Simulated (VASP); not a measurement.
A run of VASP 6.6.1:

The input INCAR:

```
SYSTEM = Ta2Al5
  ALGO = Normal
  EDIFF = 1E-7
  EDIFFG = -0.01
  ENCUT = 500
  GGA = PE
  GGA_COMPAT = .False.
  IBRION = 2
  ISIF = 4
  ISMEAR = 0
  LASPH = .True.
  LCHARG = .False.
  LREAL = .False.
  LWAVE = .False.
  NELM = 120
  NELMIN = 4
  NSW = 50
  PREC = Accurate
  SIGMA = 0.1
```

Contents of KPOINTS:

```
k-points
0
Gamma
  10 10 6
  0 0 0
```

The input POSCAR:

```
Ta2Al5
1.0
    4.8466659426     -1.9570508548      0.0110223398
    4.8466659426      1.9570508548      0.0110223398
   -0.7251164524      0.0000000000      6.3586388562
Ta Al
2 5
Direct
    0.4349634618      0.4349634618      0.2816996256
    0.5650365382      0.5650365382      0.7183003744
    0.8549552546      0.8549552546      0.5752692657
    0.7186031617      0.7186031617      0.1448748239
    0.1450447454      0.1450447454      0.4247307343
    0.2813968383      0.2813968383      0.8551251761
    0.0000000000      0.0000000000      0.0000000000
```

Potentials or basis: VASP PAW PBE potentials, release 64 (Ta_pv, Al).

Launch:

```sh
$ cat potpaw_PBE.64/Ta_pv/POTCAR potpaw_PBE.64/Al/POTCAR > POTCAR
$ mpirun -np 1 vasp_std > vasp.out
```

Hardware: 1 thread of Intel Xeon 6975P-C, on a shared host.

Q: How long does it take, and how much memory?

A: Run time: 18 min on 1 thread of Intel Xeon 6975P-C, on a shared host, peak memory 0.55 GiB. Counts: scf iterations 30, k points 172, ion steps 4.
